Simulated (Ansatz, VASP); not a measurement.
One calculation of GaP, two programs

```
Ga P
1.0
     0.00000    2.69565    2.69565
     2.69565    0.00000    2.69565
     2.69565    2.69565    0.00000
Ga P
1 1
Direct
  0.00000 0.00000 0.00000
  0.25000 0.25000 0.25000
```

Alike in both runs: task single point; functional LDA; k mesh 10 × 10 × 10; occupations gaussian, width 0.02 eV; no spin polarisation.

|  | VASP | Ansatz |
| --- | --- | --- |
| version | VASP 6.6.1 | Ansatz 0.2.0 |
| potentials or method | VASP PAW LDA potentials, release 64 (Ga_d, P), cutoff 500 eV | scalar-relativistic, plane waves, PAW |
| valence electrons in the cell | 18 | 18 |

|  | VASP | Ansatz | Ansatz less VASP |
| --- | --- | --- | --- |
| gap on the k mesh at the Fermi level (eV) | 1.40 | 1.40 | -0.001 |
| least direct gap on the mesh (eV) | 1.91 | 1.88 | -0.029 |
| pressure (GPa) | 0.1 | 0.0 | -0.08 |

LDA's correlation is that of Perdew and Zunger in VASP and of Perdew and Wang (1992) in Ansatz.
